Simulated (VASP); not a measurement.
# Ag (P6_3/mmc) in VASP: a series of runs, part 2 of 2

VASP 6.6.1. Earlier steps stand in the parts before.

### 4 Single point, r2SCAN (17.82 Å³/atom)

This run uses another cell than the first one, of 17.82 Å³/atom.

File POSCAR:

```
Ag
1.0
    2.9339752973      0.0000000000      0.0000000000
   -1.4669876486      2.5408971415      0.0000000000
    0.0000000000      0.0000000000      9.5607333830
Ag
4
Direct
    0.3333333333      0.6666666667      0.2500000000
    0.6666666667      0.3333333333      0.7500000000
    0.0000000000      0.0000000000      0.0000000000
    0.0000000000      0.0000000000      0.5000000000
```

File INCAR.step1:

```
PREC = Accurate
ENCUT = 520
ISMEAR = 0
SIGMA = 0.1
LREAL = False
LASPH = True
NELM = 80
NBANDS = 30
GGA = PE
ALGO = Normal
EDIFF = 1E-4
LWAVE = True
LCHARG = False
```

File INCAR.step2:

```
PREC = Accurate
ENCUT = 520
EDIFF = 1E-6
ISMEAR = 0
SIGMA = 0.1
LREAL = False
LASPH = True
NELM = 80
ALGO = Normal
ISIF = 2
LWAVE = False
LCHARG = True
METAGGA = R2SCAN
LMIXTAU = True
LELF = True
LVHAR = True
NBANDS = 30
ISTART = 1
```

File KPOINTS:

```
Automatic mesh
0
Gamma
  18 18 4
```

Potentials or basis: VASP PAW PBE potentials, release 64 (Ag).

Command:

```console
$ cat potpaw_PBE.64/Ag/POTCAR > POTCAR
$ cp INCAR.step1 INCAR
$ mpirun -np 1 vasp_std > vasp.out
$ cp INCAR.step2 INCAR
$ mpirun -np 1 vasp_std > vasp.out
```

OUTCAR:

```text
PREC = Accurate
   ENCUT = 520
   EDIFF = 1E-6
   ISMEAR = 0
   LREAL = False
   LASPH = True
   NELM = 80
   ISIF = 2
   METAGGA = R2SCAN
   ISTART = 1

 ion  position               nearest neighbor table
   1  0.333  0.667  0.250-   3 2.93   4 2.93   3 2.93   4 2.93   3 2.93   4 2.93
   2  0.667  0.333  0.750-   3 2.93   4 2.93   3 2.93   4 2.93   3 2.93   4 2.93
   3  0.000  0.000  0.000-   1 2.93   2 2.93   1 2.93   2 2.93   2 2.93   1 2.93
   4  0.000  0.000  0.500-   1 2.93   2 2.93   1 2.93   2 2.93   2 2.93   1 2.93

  LATTYP: Found a hexagonal cell.
 ALAT       =     2.9339752973
 C/A-ratio  =     3.2586277709

  Lattice vectors:

 A1 = (   2.9339752973,   0.0000000000,   0.0000000000)
 A2 = (  -1.4669876486,   2.5408971415,   0.0000000000)
 A3 = (   0.0000000000,   0.0000000000,   9.5607333830)

Analysis of symmetry for initial positions (statically):
=====================================================================
 Subroutine PRICEL returns:
 Original cell was already a primitive cell.

 Routine SETGRP: Setting up the symmetry group for a
 hexagonal supercell.

 Subroutine GETGRP returns: Found 24 space group operations
 (whereof 12 operations were pure point group operations)
 out of a pool of 24 trial point group operations.

The static configuration has the point symmetry D_3d.
 The point group associated with its full space group is D_6h.

Analysis of symmetry for dynamics (positions and initial velocities):
=====================================================================
 Subroutine PRICEL returns:
 Original cell was already a primitive cell.

 Routine SETGRP: Setting up the symmetry group for a
 hexagonal supercell.

 Subroutine GETGRP returns: Found 24 space group operations
 (whereof 12 operations were pure point group operations)
[... 117 lines left out ...]
   PSTRESS=    0.0 pullay stress
   NELECT =      44.0000    total number of electrons
   NUPDOWN=      -1.0000    fix difference up-down
   EMIN   =  10.00;   EMAX   =-10.00  energy-range for DOS
   EFERMI =   0.00;   METHOD = LEGACY
   ISMEAR =     0;   SIGMA  =   0.10  broadening in eV -4-tet -1-fermi 0-gaus
   EFERMI_NEDOS =   21; number of points for ismear=-14 and -15
   IALGO  =     38    algorithm
   IMIX   =      4    mixing-type and parameters
     AMIX     =   0.40;   BMIX     =  1.00
     AMIX_MAG =   1.60;   BMIX_MAG =  1.00
  volume/ion in A,a.u.               =      17.82       120.25
  Fermi-wavevector in a.u.,A,eV,Ry     =   1.393951  2.634185 26.437468  1.943099
  Thomas-Fermi vector in A             =   2.517547
   LORBIT       =      0    0 simple, 1 ext, 2 COOP (PROOUT), +10 PAW based schemes
   METAGGA = R2SCAN    functional components
   LHFCALC =     F    Hartree Fock is set to
   AEXX    =    0.0000 exact exchange contribution
   IVDW    =     0    specifies the selected vdW correction
   LEPSILON=     F    determine dielectric tensor
   LRPA    =     F    only Hartree local field effects (RPA)
 non-spin polarized calculation
 Gauss-broadening in eV      SIGMA  =   0.10
  energy-cutoff  :      520.00
  volume of cell :       71.27
 maximum number of plane-waves:      1958
 NGX is ok and might be reduce to    24
   NGX = 11   NGY = 11   NGZ = 35

 number of electron      44.0000013 magnetization

 Free energy of the ion-electron system (eV)
  ---------------------------------------------------
  ext. energy  EPLUGINS =         0.00000000
  ---------------------------------------------------
  free energy    TOTEN  =       -85.40597272 eV

  energy without entropy =      -85.40050882  energy(sigma->0) =      -85.40324077

 E-fermi :   7.8800     XC(G=0): -12.6633

 val. band max:        7.8442225204   @ k =   0.1667   0.1111   0.5000
 cond. band min:       7.8849648605   @ k =   0.0556  -0.0000   0.0000
 fundamental gap:      0.0407423401
 Fermi energy:         7.8800362397

 k-point     1 :       0.0000    0.0000    0.0000
  band No.  band energies     occupation
      1       0.2099      2.00000
      2       1.3844      2.00000
      3       1.5013      2.00000
      4       1.5036      2.00000
      5       2.8380      2.00000
      6       2.8380      2.00000
[... 781 lines left out ...]
     29      16.9954      0.00000
     30      17.9143      0.00000

 [... further k-points ...]
[... 5 lines left out ...]
  --------------------------------------------------------------------------------------
  -------------------------------------------------------------------------------------
  Total       -1.2048705     -1.2048705     -1.2033012     -0.0000000     -0.0000000      0.0000000
  in kB      -27.0842123    -27.0842123    -27.0489360     -0.0000000     -0.0000000      0.0000000
  external PRESSURE =     -27.0724535 kB  Pullay stress =       0.0000000 kB

 VOLUME and BASIS-vectors are now :
 -----------------------------------------------------------------------------
  energy-cutoff  :      520.00
  volume of cell :       71.27
      direct lattice vectors                 reciprocal lattice vectors
     2.933975297  0.000000000  0.000000000     0.340834499  0.196780890  0.000000000
    -1.466987649  2.540897141  0.000000000     0.000000000  0.393561779  0.000000000
     0.000000000  0.000000000  9.560733383     0.000000000  0.000000000  0.104594487

 POSITION                                       TOTAL-FORCE (eV/Angst)
 -----------------------------------------------------------------------------------
     -0.00000      1.69393      2.39018        -0.000000      0.000000      0.000000
      1.46699      0.84697      7.17055        -0.000000      0.000000     -0.000000
      0.00000      0.00000      0.00000         0.000000      0.000000      0.000000
      0.00000      0.00000      4.78037         0.000000      0.000000      0.000000
 -----------------------------------------------------------------------------------
    total drift:                               -0.000000      0.000000      0.000000

  FREE ENERGIE OF THE ION-ELECTRON SYSTEM (eV)
  ---------------------------------------------------
  free  energy   TOTEN  =       -85.4059727238 eV

  energy  without entropy=      -85.4005088214  energy(sigma->0) =      -85.40324077
```

OUTCAR.step1:

```text
PREC = Accurate
   ENCUT = 520
   ISMEAR = 0
   LREAL = False
   LASPH = True
[... 1023 lines left out ...]
     -0.00000      1.69393      2.39018         0.000000      0.000000     -0.000000
      1.46699      0.84697      7.17055        -0.000000     -0.000000      0.000000
      0.00000      0.00000      0.00000        -0.000000      0.000000     -0.000000
      0.00000      0.00000      4.78037        -0.000000      0.000000     -0.000000
 -----------------------------------------------------------------------------------
    total drift:                               -0.000000      0.000000      0.000000

  FREE ENERGIE OF THE ION-ELECTRON SYSTEM (eV)
  ---------------------------------------------------
  free  energy   TOTEN  =       -10.8641554860 eV

  energy  without entropy=      -10.8586129210  energy(sigma->0) =      -10.86138420
```

OSZICAR.step1:

```text
N       E                     dE             d eps       ncg     rms          rms(c)
DAV:   1     0.293293762149E+03    0.29329E+03   -0.22712E+04  6676   0.145E+03
DAV:   2    -0.550628957963E+01   -0.29880E+03   -0.28367E+03  6906   0.331E+02
DAV:   3    -0.117990327668E+02   -0.62927E+01   -0.62568E+01  7694   0.546E+01
DAV:   4    -0.118274717609E+02   -0.28439E-01   -0.28434E-01  7164   0.357E+00
DAV:   5    -0.118277619669E+02   -0.29021E-03   -0.29020E-03  7716   0.389E-01    0.931E+00
DAV:   6    -0.108994522002E+02    0.92831E+00   -0.28674E+00  7062   0.138E+01    0.616E+00
DAV:   7    -0.108738271497E+02    0.25625E-01   -0.37233E-02  7404   0.126E+00    0.351E+00
DAV:   8    -0.108641405067E+02    0.96866E-02   -0.24862E-03  7248   0.340E-01    0.146E-01
DAV:   9    -0.108641554860E+02   -0.14979E-04   -0.49548E-05  4836   0.659E-02
   1 F= -.10864155E+02 E0= -.10861384E+02  d E =-.554256E-02
```

It took 4.7 min on 1 thread of Intel Xeon 6975P-C (Granite Rapids), shared host; peak memory 0.31 GiB.

Results:

* Free energy: -85.4060 eV
* Pressure: -2.7 GPa
* Band gap on the k mesh: zero (bands 22 and 23 overlap by 6.82 eV)

Levels at points of the mesh, in eV from the Fermi level:
```csv
k point,band 18,band 19,band 20,band 21,band 22,band 23,band 24,band 25,band 26,band 27
"(0.00, 0.00, 0.00)",-3.94,-3.94,-3.73,-3.73,-3.35,-3.35,-0.24,3.44,11.21,11.22
"(0.50, 0.00, 0.00)",-3.18,-3.17,-3.14,-0.10,0.85,0.95,1.53,4.17,4.25,7.46
"(0.00, 0.00, 0.50)",-4.10,-3.51,-3.51,-3.51,-3.51,-2.42,-2.42,6.45,6.45,15.69
"(0.50, 0.00, 0.50)",-3.29,-3.18,-3.18,0.27,0.27,1.38,1.38,4.68,4.68,6.34
```

Caveat: the PAW data sets were made with another functional, which shifts forces and pressure a little.

### 5 Summary

```tsv
cell	k mesh	smearing	gap on the mesh (eV)	pressure (GPa)
a = 2.905, b = 2.905, c = 9.467 Å, angles 90.0, 90.0, 120.0°, 4 atoms	18 × 18 × 6	gaussian 0.15 eV	none	0.2
a = 2.905, b = 2.905, c = 9.467 Å, angles 90.0, 90.0, 120.0°, 4 atoms	18 × 18 × 4	gaussian 0.1 eV	none	0.1
a = 2.934, b = 2.934, c = 9.561 Å, angles 90.0, 90.0, 120.0°, 4 atoms	18 × 18 × 4	gaussian 0.1 eV	none	-2.7
```

Alike in all rows: task single point; level r2SCAN; potentials or basis VASP PAW PBE potentials, release 64 (Ag); no spin polarisation; cutoff (eV) 520.

Caveats: the PAW data sets were made with another functional, which shifts forces and pressure a little.

Total energies depend on the potentials used, so only differences within one code and one set of settings carry meaning.

The gap in the log of VASP goes by the Fermi energy; the results here count the filled bands.